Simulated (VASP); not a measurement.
Set up this calculation in VASP 6.6.1, as the native input.

| Property | Result |
| --- | --- |
| Task | single point |
| Functional | LDA |
| Potentials or basis | VASP PAW LDA potentials, release 64 (Pd) |
| Cutoff | 520 eV |
| k mesh | 13 × 13 × 13 |
| Occupations | methfessel-paxton, width 0.1 eV |
| Spin | no spin polarisation |
| Dipole correction | no |
| Further INCAR settings | ALGO = Normal; EDIFF = 1e-06; NBANDS = 17 |

The structure of Pd lies in POSCAR:

```
Pd
1.0
    0.0000000000      2.7297868399      2.7297868399
    2.7297868399      0.0000000000      2.7297868399
    2.7297868399      2.7297868399      0.0000000000
Pd
2
Direct
    0.0000000000      0.0000000000      0.0000000000
    0.2500000000      0.2500000000      0.2500000000
```

These files were run (other wordings do the same):

INCAR

```
SYSTEM = Pd
  PREC = Accurate
  ENCUT = 520
  EDIFF = 1E-6
  ISMEAR = 1
  SIGMA = 0.1
  LREAL = .False.
  LASPH = .True.
  NELM = 100
  ALGO = Normal
  ISIF = 2
  LWAVE = .False.
  LCHARG = .False.
  NBANDS = 17
```

KPOINTS

```
regular mesh
0
Gamma
  13 13 13
  0 0 0
```

Potentials or basis: VASP PAW LDA potentials, release 64 (Pd).

Run with:

```bash
$ cat potpaw_LDA.64/Pd/POTCAR > POTCAR
$ mpirun -np 1 vasp_std > vasp.out
```

It gave:

```yaml
Pressure: 9.5 GPa
Band_gap_on_the_k_mesh: zero (band 10 reaches 5.87 eV, above the bottom of band 11 at 5.35 eV)
```

It took 27 s on 1 thread of Intel(R) Xeon(R) 6975P-C (Granite Rapids) (shared host), peak memory 0.17 GiB.
